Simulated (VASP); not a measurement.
Write the native input for VASP 6.6.1 that does the following.

- Task: single point
- Functional: HSE06
- Potentials or basis: VASP PAW PBE potentials, release 64 (Al, La, Bi_d)
- Cutoff: 520 eV
- k mesh: 2 × 2 × 2
- Occupations: methfessel-paxton, width 0.1594 eV
- Spin: no spin polarisation
- Dipole correction: no
- Grid for exact exchange (PRECFOCK): Fast
- Further INCAR settings: ALGO = Normal; EDIFF = 1e-06; NBANDS = 32
- Screening parameter: 0.2079 1/Å

LaAl2Bi2:

```
Al La Bi
1.0
     0.00000    4.77377    0.00000
     4.77377    0.00000    0.00000
     2.38688    2.38688   -6.12571
Al La Bi
2 1 2
Direct
  0.75000 0.25000 0.50000
  0.25000 0.75000 0.50000
  0.00000 0.00000 0.00000
  0.37800 0.37800 0.24400
  0.62200 0.62200 0.75600
```

These files were run (other wordings do the same):

POSCAR

```
LaAl2Bi2
1.0
    0.0000000000      4.7737710000      0.0000000000
    4.7737710000      0.0000000000      0.0000000000
    2.3868850000      2.3868850000     -6.1257090000
Al La Bi
2 1 2
Direct
    0.7500000000      0.2500000000      0.5000000000
    0.2500000000      0.7500000000      0.5000000000
    0.0000000000      0.0000000000      0.0000000000
    0.3780000000      0.3780000000      0.2440000000
    0.6220000000      0.6220000000      0.7560000000
```

INCAR.step1

```
SYSTEM = LaAl2Bi2
ALGO = Normal
EDIFF = 1E-5
ENCUT = 520
GGA = PE
ISIF = 2
ISMEAR = 1
LASPH = .True.
LCHARG = .False.
LREAL = .False.
LWAVE = .True.
NBANDS = 32
NELM = 60
PREC = Accurate
SIGMA = 0.1594
```

INCAR.step2

```
SYSTEM = LaAl2Bi2
ALGO = Normal
EDIFF = 1E-6
ENCUT = 520
GGA = PE
HFSCREEN = 0.2079
ISIF = 2
ISMEAR = 1
ISTART = 1
LASPH = .True.
LCHARG = .False.
LHFCALC = .True.
LREAL = .False.
LWAVE = .False.
NBANDS = 32
NELM = 60
PREC = Accurate
PRECFOCK = Fast
SIGMA = 0.1594
```

KPOINTS

```
k-points
0
Gamma
  2 2 2
  0 0 0
```

Potentials or basis: VASP PAW PBE potentials, release 64 (Al, La, Bi_d).

The run is started by

```console
$ cat potpaw_PBE.64/Al/POTCAR potpaw_PBE.64/La/POTCAR potpaw_PBE.64/Bi_d/POTCAR > POTCAR
$ cp INCAR.step1 INCAR
$ mpirun -np 1 vasp_std > vasp.out
$ cp INCAR.step2 INCAR
$ mpirun -np 1 vasp_std > vasp.out
```

Results of the run:

| Property | Result |
| --- | --- |
| Pressure | 1.5 GPa |
| Largest force | 1.936 eV/Å |

Caveat: the k points lie up to 0.71 Å⁻¹ apart; the PAW data sets were made with another functional, which shifts forces and pressure a little.

It took 4.7 min on 1 thread of Intel(R) Xeon(R) Platinum 8488C (Sapphire Rapids), on a shared host, peak memory 0.37 GiB.
